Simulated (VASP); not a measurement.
# ZnCd2Se3 (I-4m2) in VASP: single point with LDA

Aim: the single point of ZnCd2Se3 with LDA.

Everything below comes from runs of VASP 6.6.1. Logs are shortened: lines on timing, memory, paths and dates and some standing lists are left out, and cuts for length are marked.

### Step 1. The cell of the first run

Symmetry: I-4m2, No. 119, tetragonal system. The conventional cell has a = 4.254 Å, b = 4.254 Å, c = 18.269 Å, α = 90.00°, β = 90.00°, γ = 90.00°. Zn (site symmetry -4m2) has 4 Se at 2.52 Å within 3.3 Å. Cd (site symmetry 2mm) has 4 Se at 2.67 Å within 3.5 Å. Within 3.3 Å of Se (site symmetry 2mm) lie 2 Zn at 2.52 Å and 2 Cd at 2.67 Å. Within 3.5 Å of Se (site symmetry -4m2) lie 4 Cd at 2.67 Å.

### Step 2. Single point, LDA

POSCAR

```
ZnCd2Se3
1.0
   -2.1270611000      2.1270611000      9.1343846000
    2.1270611000     -2.1270611000      9.1343846000
    2.1270611000      2.1270611000     -9.1343846000
Zn Cd Se
1 2 3
Direct
    0.5000000000      0.5000000000      0.0000000000
    0.8380540000      0.8380540000      0.0000000000
    0.1619460000      0.1619460000      0.0000000000
    0.4265150000      0.9265150000      0.5000000000
    0.0734850000      0.5734850000      0.5000000000
    0.7500000000      0.2500000000      0.5000000000
```

INCAR.step1

```
  PREC = Accurate
  ENCUT = 520
  EDIFF = 1E-6
  ISMEAR = 0
  SIGMA = 0.02
  LREAL = False
  LASPH = True
  NELM = 60
  ALGO = Normal
  ISIF = 2
  LWAVE = False
  LCHARG = True
  NBANDS = 36
```

KPOINTS.step1

```
regular mesh
0
Gamma
  10 10 10
```

INCAR.step2

```
  PREC = Accurate
  ENCUT = 520
  EDIFF = 1E-6
  ISMEAR = -5
  SIGMA = 0.02
  LREAL = False
  LASPH = True
  NELM = 60
  ALGO = Normal
  ISIF = 2
  LWAVE = False
  LCHARG = False
  LORBIT = 10
  NEDOS = 2001
  ICHARG = 11
```

KPOINTS.step2

```
regular mesh
0
Gamma
  15 15 15
```

Potentials or basis: VASP PAW LDA potentials, release 64 (Zn, Cd, Se).

Launch:

```bash
> cat potpaw_LDA.64/Zn/POTCAR potpaw_LDA.64/Cd/POTCAR potpaw_LDA.64/Se/POTCAR > POTCAR
> cp INCAR.step1 INCAR
> cp KPOINTS.step1 KPOINTS
> mpirun -np 1 vasp_std > vasp.out
> cp INCAR.step2 INCAR
> cp KPOINTS.step2 KPOINTS
> mpirun -np 1 vasp_std > vasp.out
```

OUTCAR:

```text
PREC = Accurate
   ENCUT = 520
   EDIFF = 1E-6
   ISMEAR = -5
   LREAL = False
   LASPH = True
   NELM = 60
   ISIF = 2
   LORBIT = 10
   ICHARG = 11

 ion  position               nearest neighbor table
   1  0.500  0.500  0.000-   5 2.52   4 2.52   5 2.52   4 2.52
   2  0.838  0.838  0.000-   6 2.67   6 2.67   4 2.67   4 2.67
   3  0.162  0.162  0.000-   6 2.67   6 2.67   5 2.67   5 2.67
   4  0.427  0.927  0.500-   1 2.52   1 2.52   2 2.67   2 2.67
   5  0.073  0.573  0.500-   1 2.52   1 2.52   3 2.67   3 2.67
   6  0.750  0.250  0.500-   2 2.67   3 2.67   2 2.67   3 2.67

  LATTYP: Found a body centered tetragonal cell.
 ALAT       =     4.2541222000
 C/A-ratio  =     4.2943686949

  Lattice vectors:

 A1 = (  -2.1270611000,   2.1270611000,   9.1343846000)
 A2 = (   2.1270611000,  -2.1270611000,   9.1343846000)
 A3 = (   2.1270611000,   2.1270611000,  -9.1343846000)

Analysis of symmetry for initial positions (statically):
=====================================================================
 Subroutine PRICEL returns:
 Original cell was already a primitive cell.

 Routine SETGRP: Setting up the symmetry group for a
 body centered tetragonal supercell.

 Subroutine GETGRP returns: Found  8 space group operations
 (whereof  8 operations were pure point group operations)
 out of a pool of 16 trial point group operations.

The static configuration has the point symmetry D_2d.

Analysis of symmetry for dynamics (positions and initial velocities):
=====================================================================
 Subroutine PRICEL returns:
 Original cell was already a primitive cell.

 Routine SETGRP: Setting up the symmetry group for a
 body centered tetragonal supercell.

 Subroutine GETGRP returns: Found  8 space group operations
 (whereof  8 operations were pure point group operations)
 out of a pool of 16 trial point group operations.

The dynamic configuration has the point symmetry D_2d.

 Subroutine INISYM returns: Found  8 space group operations
 (whereof  8 operations are pure point group operations),
 and found     1 'primitive' translations

----------------------------------------------------------------------------------------

                                     Primitive cell

  volume of cell :     165.3100

  direct lattice vectors                    reciprocal lattice vectors
    -2.127061100  2.127061100  9.134384600     0.000000000  0.235066120  0.054738225
     2.127061100 -2.127061100  9.134384600     0.235066120  0.000000000  0.054738225
     2.127061100  2.127061100 -9.134384600     0.235066120  0.235066120  0.000000000

  length of vectors
     9.616951693  9.616951693  9.616951693     0.241355245  0.241355245  0.332433695

  position of ions in fractional coordinates (direct lattice)
     0.500000000  0.500000000  0.000000000
     0.838054000  0.838054000  0.000000000
     0.161946000  0.161946000  0.000000000
     0.426515000  0.926515000  0.500000000
     0.073485000  0.573485000  0.500000000
     0.750000000  0.250000000  0.500000000

  ion indices of the primitive-cell ions
   primitive index   ion index
                 1           1
                 2           2
                 3           3
                 4           4
                 5           5
                 6           6

----------------------------------------------------------------------------------------

 KPOINTS: regular mesh

Automatic generation of k-mesh.
 Grid dimensions read from file:
 generate k-points for:   15   15   15

 Generating k-lattice:

  Cartesian coordinates                     Fractional coordinates (reciprocal lattice)
     0.000000000  0.015671075  0.003649215     0.066666667  0.000000000 -0.000000000
     0.015671075  0.000000000  0.003649215     0.000000000  0.066666667 -0.000000000
     0.015671075  0.015671075  0.000000000     0.000000000  0.000000000  0.066666667

  Length of vectors
     0.016090350  0.016090350  0.022162246

  Shift w.r.t. Gamma in fractional coordinates (k-lattice)
     0.000000000  0.000000000  0.000000000

 TETIRR: Found   4311 inequivalent tetrahedra from    20250

 Subroutine IBZKPT returns following result:
 ===========================================

 Found    288 irreducible k-points:

 Following reciprocal coordinates:
            Coordinates               Weight
  0.000000  0.000000  0.000000      1.000000
  0.066667 -0.000000  0.000000      8.000000
  0.133333  0.000000  0.000000      8.000000
  0.200000 -0.000000  0.000000      8.000000
  0.266667  0.000000  0.000000      8.000000
  0.333333 -0.000000  0.000000      8.000000
[... 16 lines left out ...]
  0.133333  0.133333  0.000000      8.000000
  0.200000  0.133333  0.000000     16.000000
 [... further k-points ...]
   k-points           NKPTS =    288   k-points in BZ     NKDIM =    288   number of bands    NBANDS=     32
   number of dos      NEDOS =   2001   number of ions     NIONS =      6
   total plane-waves  NPLWV = 373248
   dimension x,y,z NGX =    72 NGY =   72 NGZ =   72
   dimension x,y,z NGXF=   144 NGYF=  144 NGZF=  144
   ions per type =               1   2   3
   NGX,Y,Z   is equivalent  to a cutoff of  12.45, 12.45, 12.45 a.u.
   NGXF,Y,Z  is equivalent  to a cutoff of  24.89, 24.89, 24.89 a.u.
 SYSTEM =  unknown system
   PREC   = accura    normal or accurate (medium, high low for compatibility)
   ISTART =      0    job   : 0-new  1-cont  2-samecut
   ICHARG =     11    charge: 1-file 2-atom 10-const
   ISPIN  =      1    spin polarized calculation?
   LNONCOLLINEAR =      F non collinear calculations
   LSORBIT =      F    spin-orbit coupling
   LASPH  =      T    aspherical Exc in radial PAW
   ENCUT  =  520.0 eV  38.22 Ry    6.18 a.u.  17.88 17.88 17.88*2*pi/ulx,y,z
   NELM   =     60;   NELMIN=  2; NELMDL=  0     # of ELM steps
   EDIFF  = 0.1E-05   stopping-criterion for ELM
   LREAL  =      F    real-space projection
   EDIFFG = 0.1E-04   stopping-criterion for IOM
   NSW    =      0    number of steps for IOM
   IBRION =     -1    ionic relax: 0-MD 1-quasi-New 2-CG
   NFREE  =      0    steps in history (QN), initial steepest desc. (CG)
   ISIF   =      2    stress and relaxation
   ISYM   =      2    0-nonsym 1-usesym 2-fastsym
   POTIM  = 0.5000    time-step for ionic-motion
   TEBEG  =    0.0;   TEEND  =   0.0 temperature during run
   PSTRESS=    0.0 pullay stress
   NELECT =      54.0000    total number of electrons
   NUPDOWN=      -1.0000    fix difference up-down
   EMIN   =  10.00;   EMAX   =-10.00  energy-range for DOS
   EFERMI =   0.00;   METHOD = LEGACY
   ISMEAR =    -5;   SIGMA  =   0.02  broadening in eV -4-tet -1-fermi 0-gaus
   EFERMI_NEDOS =   21; number of points for ismear=-14 and -15
   IALGO  =     38    algorithm
   IMIX   =      4    mixing-type and parameters
     AMIX     =   0.40;   BMIX     =  1.00
     AMIX_MAG =   1.60;   BMIX_MAG =  1.00
  volume/ion in A,a.u.               =      27.55       185.93
  Fermi-wavevector in a.u.,A,eV,Ry     =   1.127474  2.130616 17.295679  1.271197
  Thomas-Fermi vector in A             =   2.264160
   LORBIT       =     10    0 simple, 1 ext, 2 COOP (PROOUT), +10 PAW based schemes
   GGA     = CA    functional components
   LHFCALC =     F    Hartree Fock is set to
   AEXX    =    0.0000 exact exchange contribution
   IVDW    =     0    specifies the selected vdW correction
   LEPSILON=     F    determine dielectric tensor
   LRPA    =     F    only Hartree local field effects (RPA)
 non-spin polarized calculation
 Fermi weights with tetrahedron method with Bloechl corrections
  energy-cutoff  :      520.00
  volume of cell :      165.31
 maximum number of plane-waves:      4474

 number of electron      54.0000006 magnetization

 Free energy of the ion-electron system (eV)
  ---------------------------------------------------
  ext. energy  EPLUGINS =         0.00000000
  ---------------------------------------------------
  free energy    TOTEN  =       -20.63693893 eV

  energy without entropy =      -20.63693893  energy(sigma->0) =      -20.63693893

 E-fermi :   0.6815     XC(G=0):  -9.2185

 val. band max:        0.6767580574   @ k =   0.0000   0.0000   0.0000
 cond. band min:       1.0531515854   @ k =   0.0000   0.0000   0.0000
 fundamental gap:      0.3763935279
 Fermi energy:         0.6814699478

 k-point     1 :       0.0000    0.0000    0.0000
  band No.  band energies     occupation
      1     -11.9641      2.00000
      2     -11.5143      2.00000
      3     -11.4083      2.00000
      4      -7.1144      2.00000
      5      -7.1144      2.00000
      6      -7.0948      2.00000
[... 24 lines left out ...]
     31       4.1773      0.00000
     32       4.6089      0.00000

 k-point     2 :       0.0667   -0.0000    0.0000
  band No.  band energies     occupation
      1     -11.9508      2.00000
      2     -11.5127      2.00000
      3     -11.4042      2.00000
      4      -7.1129      2.00000
      5      -7.1129      2.00000
      6      -7.0930      2.00000
[... 24 lines left out ...]
     31       4.2962      0.00000
     32       4.6686      0.00000

 k-point     3 :       0.1333    0.0000    0.0000
  band No.  band energies     occupation
      1     -11.9120      2.00000
      2     -11.5074      2.00000
      3     -11.3939      2.00000
      4      -7.1086      2.00000
      5      -7.1063      2.00000
      6      -7.0910      2.00000
[... 24 lines left out ...]
     31       4.6358      0.00000
     32       4.9718      0.00000

 k-point     4 :       0.2000   -0.0000    0.0000
  band No.  band energies     occupation
      1     -11.8516      2.00000
      2     -11.4980      2.00000
      3     -11.3828      2.00000
      4      -7.1019      2.00000
      5      -7.0970      2.00000
      6      -7.0855      2.00000
[... 24 lines left out ...]
     31       5.2226      0.00000
     32       5.4695      0.00000

 k-point     5 :       0.2667    0.0000    0.0000
  band No.  band energies     occupation
      1     -11.7753      2.00000
      2     -11.4855      2.00000
      3     -11.3776      2.00000
      4      -7.0962      2.00000
      5      -7.0935      2.00000
      6      -7.0632      2.00000
[... 584 lines left out ...]
     31       4.6936      0.00000
     32       4.9652      0.00000

 k-point    22 :      -0.0667    0.0667    0.0000
  band No.  band energies     occupation
      1     -11.9385      2.00000
      2     -11.5056      2.00000
      3     -11.4044      2.00000
      4      -7.1113      2.00000
      5      -7.1109      2.00000
      6      -7.0904      2.00000
[... 24 lines left out ...]
     31       4.4244      0.00000
     32       4.6967      0.00000

 k-point    23 :       0.1333    0.1333    0.0000
  band No.  band energies     occupation
      1     -11.8589      2.00000
      2     -11.5100      2.00000
      3     -11.3712      2.00000
      4      -7.1005      2.00000
      5      -7.0940      2.00000
      6      -7.0820      2.00000
[... 24 lines left out ...]
     31       4.8284      0.00000
     32       5.2757      0.00000

 k-point    24 :       0.2000    0.1333    0.0000
  band No.  band energies     occupation
      1     -11.8001      2.00000
      2     -11.4996      2.00000
      3     -11.3598      2.00000
      4      -7.0891      2.00000
      5      -7.0824      2.00000
      6      -7.0734      2.00000
[... 24 lines left out ...]
     31       5.2747      0.00000
     32       5.5074      0.00000

 [... further k-points ...]
[... 5 lines left out ...]
  --------------------------------------------------------------------------------------
  -------------------------------------------------------------------------------------
  Total       -4.3798171     -4.3798171     -4.4521869      0.0000000      0.0000000     -0.0000000
  in kB      -42.4489879    -42.4489879    -43.1503925      0.0000000      0.0000000     -0.0000000
  external PRESSURE =     -42.6827894 kB  Pullay stress =       0.0000000 kB

 VOLUME and BASIS-vectors are now :
 -----------------------------------------------------------------------------
  energy-cutoff  :      520.00
  volume of cell :      165.31
      direct lattice vectors                 reciprocal lattice vectors
    -2.127061100  2.127061100  9.134384600     0.000000000  0.235066120  0.054738225
     2.127061100 -2.127061100  9.134384600     0.235066120  0.000000000  0.054738225
     2.127061100  2.127061100 -9.134384600     0.235066120  0.235066120  0.000000000

 POSITION                                       TOTAL-FORCE (eV/Angst)
 -----------------------------------------------------------------------------------
      0.00000      0.00000      9.13438         0.000000     -0.000000     -0.000000
      0.00000      0.00000     15.31022         0.000000     -0.000000     -0.002323
      0.00000      0.00000      2.95855         0.000000     -0.000000      0.002323
      2.12706      0.00000      7.79190        -0.000000      0.000000     -0.012987
      2.12706      0.00000      1.34248        -0.000000      0.000000      0.012987
      0.00000      2.12706      4.56719         0.000000     -0.000000     -0.000000
 -----------------------------------------------------------------------------------
    total drift:                                0.000000     -0.000000      0.000000

  FREE ENERGIE OF THE ION-ELECTRON SYSTEM (eV)
  ---------------------------------------------------
  free  energy   TOTEN  =       -20.6369389284 eV

  energy  without entropy=      -20.6369389284  energy(sigma->0) =      -20.63693893

 total charge

# of ion       s       p       d       tot
------------------------------------------
    1        0.531   0.393   9.780  10.704
    2        0.454   0.299   9.541  10.295
    3        0.454   0.299   9.541  10.295
    4        1.450   2.359   0.022   3.831
    5        1.450   2.359   0.022   3.831
    6        1.452   2.356   0.020   3.828
--------------------------------------------------
tot          5.791   8.065  28.927  42.783
```

Run time: 48 min. Hardware: 1 thread of Intel Xeon 6975P-C (Granite Rapids), shared host; peak memory 1.6 GiB.

Results:

| Quantity | Value |
| --- | --- |
| Valence electrons inside the program's atomic spheres | Zn 10.70; Cd 10.29; Se 3.83 |
